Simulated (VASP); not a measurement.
## BaTiO3: single point with PBEsol

Crystal: BaTiO3.

```xyz
5
Lattice="3.9044 0.0000 0.0000 0.0000 2.7803 2.8458 0.0000 -2.7803 2.8458" Properties=species:S:1:pos:R:3 pbc="T T T"
Ba    0.0000    0.0000    0.0000
Ti    1.9522    0.0000    2.8908
O     0.0000    0.0000    2.8008
O     1.9522   -1.3657    4.2579
O     1.9522    1.3657    4.2579
```

This cell differs from its parent crystal: equal xx and yy strain of -2 %.

```
Program             : VASP 6.6.1
Task                : single point
Functional          : PBEsol
Potentials or basis : VASP PAW PBE potentials, release 64 (Ba_sv, Ti_sv, O)
Cutoff              : 520 eV
k mesh              : 8 × 8 × 8
Occupations         : fermi-dirac, width 0.05 eV
Spin                : no spin polarisation
```

The pressure is 4.9 GPa. The largest force is 0.156 eV/Å and the band gap on the k mesh is 1.76 eV, indirect (least direct gap 1.87 eV).

Forces on the atoms (eV/Å):
```
Ba   0.000  0.000  0.102
Ti   0.000  0.000  0.114
O    0.000  0.000  0.057
O    0.000 -0.077 -0.136
O    0.000  0.077 -0.136
```

Stress tensor (GPa, compression positive):
```
7.30 0.00 0.00
0.00 6.79 0.00
0.00 0.00 0.75
```

Levels at points of the mesh, in eV from the valence-band top:
| k point | band 16 | band 17 | band 18 | band 19 | band 20 | band 21 | band 22 | band 23 | band 24 | band 25 |
| --- | --- | --- | --- | --- | --- | --- | --- | --- | --- | --- |
| (0.00, 0.00, 0.00) | -1.19 | -1.18 | -0.26 | -0.23 | -0.11 | 1.76 | 1.80 | 1.96 | 4.17 | 4.30 |
| (0.50, 0.00, 0.00) | -2.16 | -1.98 | -1.97 | -0.92 | -0.69 | 1.99 | 3.77 | 3.78 | 4.17 | 6.32 |
| (0.00, 0.50, 0.00) | -2.10 | -1.88 | -1.80 | -0.80 | -0.75 | 2.02 | 3.63 | 3.65 | 4.27 | 6.30 |
| (0.50, 0.50, 0.00) | -2.92 | -1.75 | -0.85 | -0.85 | -0.11 | 3.64 | 3.79 | 4.14 | 5.02 | 7.97 |
| (0.00, 0.50, 0.50) | -2.80 | -1.72 | -1.03 | -0.93 | -0.18 | 3.61 | 3.69 | 4.05 | 5.24 | 7.89 |
| (0.50, 0.50, 0.50) | -2.42 | -2.32 | -0.07 | -0.04 | 0.00 | 4.35 | 4.41 | 4.43 | 6.68 | 6.72 |

It took 2.6 min on 1 thread of Intel(R) Xeon(R) Platinum 8375C CPU @ 2.90GHz (Ice Lake) (shared host), peak memory 0.3 GiB.

Caveat: the cell differs from its parent crystal (equal xx and yy strain of -2 %); the PAW data sets were made with another functional, which shifts forces and pressure a little; spin-orbit coupling is left out, which moves the levels of the heavy elements. A k mesh can miss the band edges.
